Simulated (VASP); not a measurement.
# CuO (P1) in VASP: a series of runs

Runs on CuO. Level: PBE. Tasks: single point.

All numbers are computed with VASP 6.6.1; they aren't measurements. Logs are shortened: lines on timing, memory, paths and dates and some standing lists are left out, and cuts for length are marked.

## (1) The cell of the first run

The typed cell holds 2 atoms: a = 2.932 Å, b = 2.932 Å, c = 2.932 Å, α = 60.00°, β = 60.00°, γ = 60.00°.

## (2) Single point, PBE (volume scaled by 0.94)

INCAR reads:

```
SYSTEM = CuO
  ALGO = Normal
  EDIFF = 1E-6
  ENCUT = 520
  GGA = PE
  ISIF = 2
  ISMEAR = -1
  LASPH = .TRUE.
  LCHARG = .FALSE.
  LREAL = .FALSE.
  LWAVE = .FALSE.
  NBANDS = 16
  NELM = 60
  PREC = Accurate
  SIGMA = 0.05
```

KPOINTS reads:

```
k-points
0
G
  11 11 11
  0 0 0
```

POSCAR reads:

```
CuO
1.0
    0.0000000000      2.0733527743      2.0733527743
    2.0733527743      0.0000000000      2.0733527743
    2.0733527743      2.0733527743      0.0000000000
Cu O
1 1
Direct
    0.0294977200      0.0281008700      0.9080259900
    0.4705022800      0.4718991300      0.5919740100
```

Potentials or basis: VASP PAW PBE potentials, release 64 (Cu, O).

Command:

```sh
> cat potpaw_PBE.64/Cu/POTCAR potpaw_PBE.64/O/POTCAR > POTCAR
> mpirun -np 1 vasp_std > vasp.out
```

OUTCAR:

```text
SYSTEM = CuO
   EDIFF = 1E-6
   ENCUT = 520
   GGA = PE
   ISIF = 2
   ISMEAR = -1
   LASPH = .TRUE.
   LREAL = .FALSE.
   NELM = 60
   PREC = Accurate

 ion  position               nearest neighbor table
   1  0.029  0.028  0.908-   2 1.84   2 1.85   2 1.87   2 2.34   2 2.36   2 2.36
   2  0.471  0.472  0.592-   1 1.84   1 1.85   1 1.87   1 2.34   1 2.36   1 2.36

  LATTYP: Found a face centered cubic cell.
 ALAT       =     4.1467055486

  Lattice vectors:

 A1 = (   0.0000000000,   2.0733527743,   2.0733527743)
 A2 = (   2.0733527743,   0.0000000000,   2.0733527743)
 A3 = (   2.0733527743,   2.0733527743,   0.0000000000)

Analysis of symmetry for initial positions (statically):
=====================================================================
 Subroutine PRICEL returns:
 Original cell was already a primitive cell.

 Routine SETGRP: Setting up the symmetry group for a
 face centered cubic supercell.

 Subroutine GETGRP returns: Found  1 space group operations
 (whereof  1 operations were pure point group operations)
 out of a pool of 48 trial point group operations.

The static configuration has the point symmetry C_1 .

Analysis of symmetry for dynamics (positions and initial velocities):
=====================================================================
 Subroutine PRICEL returns:
 Original cell was already a primitive cell.

 Routine SETGRP: Setting up the symmetry group for a
 face centered cubic supercell.

 Subroutine GETGRP returns: Found  1 space group operations
 (whereof  1 operations were pure point group operations)
 out of a pool of 48 trial point group operations.

The dynamic configuration has the point symmetry C_1 .

 Subroutine INISYM returns: Found  1 space group operations
 (whereof  1 operations are pure point group operations),
 and found     1 'primitive' translations

----------------------------------------------------------------------------------------

                                     Primitive cell

  volume of cell :      17.8258

  direct lattice vectors                    reciprocal lattice vectors
     0.000000000  2.073352774  2.073352774    -0.241155295  0.241155295  0.241155295
     2.073352774  0.000000000  2.073352774     0.241155295 -0.241155295  0.241155295
     2.073352774  2.073352774  0.000000000     0.241155295  0.241155295 -0.241155295

  length of vectors
     2.932163613  2.932163613  2.932163613     0.417693224  0.417693224  0.417693224

  position of ions in fractional coordinates (direct lattice)
     0.029497720  0.028100870  0.908025990
     0.470502280  0.471899130  0.591974010

  ion indices of the primitive-cell ions
   primitive index   ion index
                 1           1
                 2           2

----------------------------------------------------------------------------------------

 KPOINTS: k-points

Automatic generation of k-mesh.
 Grid dimensions read from file:
 generate k-points for:   11   11   11

 Generating k-lattice:

  Cartesian coordinates                     Fractional coordinates (reciprocal lattice)
    -0.021923209  0.021923209  0.021923209     0.090909091  0.000000000  0.000000000
     0.021923209 -0.021923209  0.021923209     0.000000000  0.090909091  0.000000000
     0.021923209  0.021923209 -0.021923209     0.000000000  0.000000000  0.090909091

  Length of vectors
     0.037972111  0.037972111  0.037972111

  Shift w.r.t. Gamma in fractional coordinates (k-lattice)
     0.000000000  0.000000000  0.000000000

 Subroutine IBZKPT returns following result:
 ===========================================

 Found    666 irreducible k-points:

 Following reciprocal coordinates:
            Coordinates               Weight
  0.000000  0.000000  0.000000      1.000000
  0.090909  0.000000  0.000000      2.000000
  0.000000  0.090909  0.000000      2.000000
  0.000000  0.000000  0.090909      2.000000
  0.090909  0.090909  0.090909      2.000000
  0.181818  0.000000  0.000000      2.000000
[... 16 lines left out ...]
  0.000000  0.090909  0.090909      2.000000
  0.090909  0.000000  0.090909      2.000000
 [... further k-points ...]
   k-points           NKPTS =    666   k-points in BZ     NKDIM =    666   number of bands    NBANDS=     16
   number of dos      NEDOS =    301   number of ions     NIONS =      2
   total plane-waves  NPLWV =  13824
   dimension x,y,z NGX =    24 NGY =   24 NGZ =   24
   dimension x,y,z NGXF=    48 NGYF=   48 NGZF=   48
   ions per type =               1   1
   NGX,Y,Z   is equivalent  to a cutoff of  13.61, 13.61, 13.61 a.u.
   NGXF,Y,Z  is equivalent  to a cutoff of  27.21, 27.21, 27.21 a.u.
 SYSTEM =  CuO
   PREC   = accura    normal or accurate (medium, high low for compatibility)
   ISTART =      0    job   : 0-new  1-cont  2-samecut
   ICHARG =      2    charge: 1-file 2-atom 10-const
   ISPIN  =      1    spin polarized calculation?
   LNONCOLLINEAR =      F non collinear calculations
   LSORBIT =      F    spin-orbit coupling
   LASPH  =      T    aspherical Exc in radial PAW
   ENCUT  =  520.0 eV  38.22 Ry    6.18 a.u.   5.45  5.45  5.45*2*pi/ulx,y,z
   NELM   =     60;   NELMIN=  2; NELMDL= -5     # of ELM steps
   EDIFF  = 0.1E-05   stopping-criterion for ELM
   LREAL  =      F    real-space projection
   EDIFFG = 0.1E-04   stopping-criterion for IOM
   NSW    =      0    number of steps for IOM
   IBRION =     -1    ionic relax: 0-MD 1-quasi-New 2-CG
   NFREE  =      0    steps in history (QN), initial steepest desc. (CG)
   ISIF   =      2    stress and relaxation
   ISYM   =      2    0-nonsym 1-usesym 2-fastsym
   POTIM  = 0.5000    time-step for ionic-motion
   TEBEG  =    0.0;   TEEND  =   0.0 temperature during run
   PSTRESS=    0.0 pullay stress
   NELECT =      17.0000    total number of electrons
   NUPDOWN=      -1.0000    fix difference up-down
   EMIN   =  10.00;   EMAX   =-10.00  energy-range for DOS
   EFERMI =   0.00;   METHOD = LEGACY
   ISMEAR =    -1;   SIGMA  =   0.05  broadening in eV -4-tet -1-fermi 0-gaus
   EFERMI_NEDOS =   21; number of points for ismear=-14 and -15
   IALGO  =     38    algorithm
   IMIX   =      4    mixing-type and parameters
     AMIX     =   0.40;   BMIX     =  1.00
     AMIX_MAG =   1.60;   BMIX_MAG =  1.00
  volume/ion in A,a.u.               =       8.91        60.15
  Fermi-wavevector in a.u.,A,eV,Ry     =   1.611417  3.045137 35.329768  2.596665
  Thomas-Fermi vector in A             =   2.706811
   LORBIT       =      0    0 simple, 1 ext, 2 COOP (PROOUT), +10 PAW based schemes
   GGA     = PE    functional components
[... 5 lines left out ...]
 non-spin polarized calculation
  energy-cutoff  :      520.00
  volume of cell :       17.83
 maximum number of plane-waves:       531
 NGX is ok and might be reduce to    24
   NGX = 11   NGY = 11   NGZ = 11

 number of electron      17.0000001 magnetization

 Free energy of the ion-electron system (eV)
  ---------------------------------------------------
  ext. energy  EPLUGINS =         0.00000000
  ---------------------------------------------------
  free energy    TOTEN  =        -8.92018801 eV

  energy without entropy =       -8.90148593  energy(sigma->0) =       -8.91083697

 E-fermi :   7.0710     XC(G=0): -12.7285

 val. band max:        7.0690132589   @ k =   0.2727   0.0909   0.1818
 cond. band min:       7.0727512014   @ k =  -0.1818   0.0909  -0.0909
 fundamental gap:      0.0037379425
 Fermi energy:         7.0710381960

 k-point     1 :       0.0000    0.0000    0.0000
  band No.  band energies     occupation
      1     -13.2348      2.00000
      2       2.1205      2.00000
      3       2.1765      2.00000
      4       2.8419      2.00000
      5       4.3451      2.00000
      6       4.3831      2.00000
[... 8 lines left out ...]
     15      29.9063      0.00000
     16      29.9305      0.00000

 k-point     2 :       0.0909    0.0000    0.0000
  band No.  band energies     occupation
      1     -13.1412      2.00000
      2       1.7757      2.00000
      3       2.1217      2.00000
      4       2.9910      2.00000
      5       4.3255      2.00000
      6       4.3583      2.00000
[... 8 lines left out ...]
     15      29.1059      0.00000
     16      29.5058      0.00000

 k-point     3 :       0.0000    0.0909    0.0000
  band No.  band energies     occupation
      1     -13.1412      2.00000
      2       1.7689      2.00000
      3       2.1325      2.00000
      4       2.9896      2.00000
      5       4.3238      2.00000
      6       4.3575      2.00000
[... 8 lines left out ...]
     15      29.1122      0.00000
     16      29.4990      0.00000

 k-point     4 :       0.0000    0.0000    0.0909
  band No.  band energies     occupation
      1     -13.1425      2.00000
      2       2.0094      2.00000
      3       2.0656      2.00000
      4       2.5535      2.00000
      5       4.3899      2.00000
      6       4.4228      2.00000
[... 8 lines left out ...]
     15      29.0818      0.00000
     16      29.1145      0.00000

 k-point     5 :       0.0909    0.0909    0.0909
  band No.  band energies     occupation
      1     -13.1414      2.00000
      2       1.8053      2.00000
      3       2.0768      2.00000
      4       2.9972      2.00000
      5       4.3296      2.00000
      6       4.3623      2.00000
[... 8 lines left out ...]
     15      29.0819      0.00000
     16      29.5287      0.00000

 k-point     6 :       0.1818    0.0000    0.0000
  band No.  band energies     occupation
      1     -12.8818      2.00000
      2       1.0320      2.00000
      3       1.9954      2.00000
      4       3.1361      2.00000
      5       4.2444      2.00000
      6       4.3541      2.00000
[... 8 lines left out ...]
     15      28.8055      0.00000
     16      29.9643      0.00000
[... 267 lines left out ...]
 k-point    21 :       0.4545    0.4545    0.4545
  band No.  band energies     occupation
      1     -11.9159      2.00000
      2      -1.0193      2.00000
      3       1.4388      2.00000
      4       2.4698      2.00000
      5       4.7692      2.00000
      6       4.7797      2.00000
[... 8 lines left out ...]
     15      32.2081      0.00000
     16      32.5248      0.00000

 k-point    22 :       0.0909    0.0909    0.0000
  band No.  band energies     occupation
      1     -13.1122      2.00000
      2       1.7605      2.00000
      3       2.0853      2.00000
      4       2.8690      2.00000
      5       4.3311      2.00000
      6       4.4002      2.00000
[... 8 lines left out ...]
     15      29.1803      0.00000
     16      31.1318      0.00000

 k-point    23 :       0.0000    0.0909    0.0909
  band No.  band energies     occupation
      1     -13.1118      2.00000
      2       1.7145      2.00000
      3       2.1372      2.00000
      4       2.8652      2.00000
      5       4.3004      2.00000
      6       4.4291      2.00000
[... 8 lines left out ...]
     15      29.1557      0.00000
     16      31.1434      0.00000

 k-point    24 :       0.0909    0.0000    0.0909
  band No.  band energies     occupation
      1     -13.1118      2.00000
      2       1.7241      2.00000
      3       2.1266      2.00000
      4       2.8656      2.00000
      5       4.3063      2.00000
      6       4.4235      2.00000
[... 8 lines left out ...]
     15      29.1609      0.00000
     16      31.1409      0.00000

 [... further k-points ...]
[... 5 lines left out ...]
  --------------------------------------------------------------------------------------
  -------------------------------------------------------------------------------------
  Total        4.2161048      4.0885652      3.6812067     -0.7921342      0.6432559      0.6747390
  in kB      378.9416821    367.4784738    330.8652721    -71.1966794     57.8155624     60.6452494
  external PRESSURE =     359.0951427 kB  Pullay stress =       0.0000000 kB

 VOLUME and BASIS-vectors are now :
 -----------------------------------------------------------------------------
  energy-cutoff  :      520.00
  volume of cell :       17.83
      direct lattice vectors                 reciprocal lattice vectors
     0.000000000  2.073352774  2.073352774    -0.241155295  0.241155295  0.241155295
     2.073352774  0.000000000  2.073352774     0.241155295 -0.241155295  0.241155295
     2.073352774  2.073352774  0.000000000     0.241155295  0.241155295 -0.241155295

 POSITION                                       TOTAL-FORCE (eV/Angst)
 -----------------------------------------------------------------------------------
      1.94092      1.94382      0.11942         1.000357      0.924980     -0.694484
      2.20578      2.20289      1.95393        -1.000357     -0.924980      0.694484
 -----------------------------------------------------------------------------------
    total drift:                               -0.000110     -0.000069      0.000132

  FREE ENERGIE OF THE ION-ELECTRON SYSTEM (eV)
  ---------------------------------------------------
  free  energy   TOTEN  =        -8.9201880104 eV

  energy  without entropy=       -8.9014859285  energy(sigma->0) =       -8.91083697
```

Wall time 2.3 min (1 thread of Intel Xeon 6975P-C, shared host); peak memory 0.31 GiB.

Results:

```yaml
Free_energy: -8.9202 eV
Pressure: 35.9 GPa
Largest_force: 1.529 eV/Å
```

Forces on the atoms (eV/Å):
```
Cu   1.000  0.925 -0.694
O   -1.000 -0.925  0.694
```

Levels at points of the mesh, in eV from the Fermi level:
```
           k point  band 5  band 6  band 7  band 8  band 9  band 10  band 11  band 12  band 13  band 14
(0.00, 0.00, 0.00)   -2.73   -2.69   -0.59   -0.27   -0.23     1.74    17.18    18.59    18.70    19.32
```

Caveat: an odd number of electrons without spin polarisation forces a metal; a magnetic or distorted state may lie lower; semilocal functionals often make such compounds metallic where correlation or magnetic order opens a gap, which also shifts bond lengths.

(Part 1 of 3 ends here.)
